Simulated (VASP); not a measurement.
Set up this calculation in VASP 6.6.1, as the native input.

* Task: relaxation of cell and atoms
* Functional: PBE
* Potentials or basis: VASP PAW PBE potentials, release 64 (Si, Ni)
* Cutoff: 600 eV
* k mesh: 14 × 14 × 14
* Occupations: gaussian, width 0.1 eV
* Spin: no spin polarisation
* Target pressure: 12 GPa
* Dipole correction: no
* Further INCAR settings: ALGO = Normal; EDIFF = 1e-07; IBRION = 2; EDIFFG = -0.008; NSW = 70; ISIF = 3

The structure of Si2Ni lies in POSCAR:

```
Si2Ni
1.0
    0.0000000000      2.6582920322      2.6582920322
    2.6582920322      0.0000000000      2.6582920322
    2.6582920322      2.6582920322      0.0000000000
Si Ni
2 1
Direct
    0.2500000000      0.2500000000      0.2500000000
    0.7500000000      0.7500000000      0.7500000000
    0.0000000000      0.0000000000      0.0000000000
```

These files were run (other wordings do the same):

INCAR

```
SYSTEM = Si2Ni
  ALGO = Normal
  EDIFF = 1E-7
  EDIFFG = -0.008
  ENCUT = 600
  GGA = PE
  IBRION = 2
  ISIF = 3
  ISMEAR = 0
  LASPH = .TRUE.
  LCHARG = .FALSE.
  LREAL = .FALSE.
  LWAVE = .FALSE.
  NELM = 100
  NSW = 70
  PREC = Accurate
  PSTRESS = 120.0
  SIGMA = 0.1
```

KPOINTS

```
k-points
0
G
  14 14 14
  0 0 0
```

Potentials or basis: VASP PAW PBE potentials, release 64 (Si, Ni).

Command:

```sh
$ cat potpaw_PBE.64/Si/POTCAR potpaw_PBE.64/Ni/POTCAR > POTCAR
$ mpirun -np 1 vasp_std > vasp.out
```

It gave:

```yaml
Relaxed_volume: 12.54 Å³/atom
Relaxed_cell: a = 3.761 Å, b = 3.761 Å, c = 3.761 Å, α = 60.00°, β = 60.00°, γ = 60.00°
Space_group_after_relaxing_to_0.1_Å: Fm-3m (No. 225)
Energy_change_on_relaxing_the_run_minimises_the_enthalpy: -1.1 meV/atom
Ionic_steps: 3
Pressure_after_relaxing: 12.0 GPa
Band_gap_on_the_k_mesh: zero (bands 9 and 10 overlap by 2.12 eV)
```

Caveat: the cell is relaxed towards a set pressure, so the run minimises the enthalpy, not the energy.

Run time: 2 min on 1 thread of Intel(R) Xeon(R) Platinum 8488C (Sapphire Rapids), with other jobs on the host, peak memory 0.22 GiB.
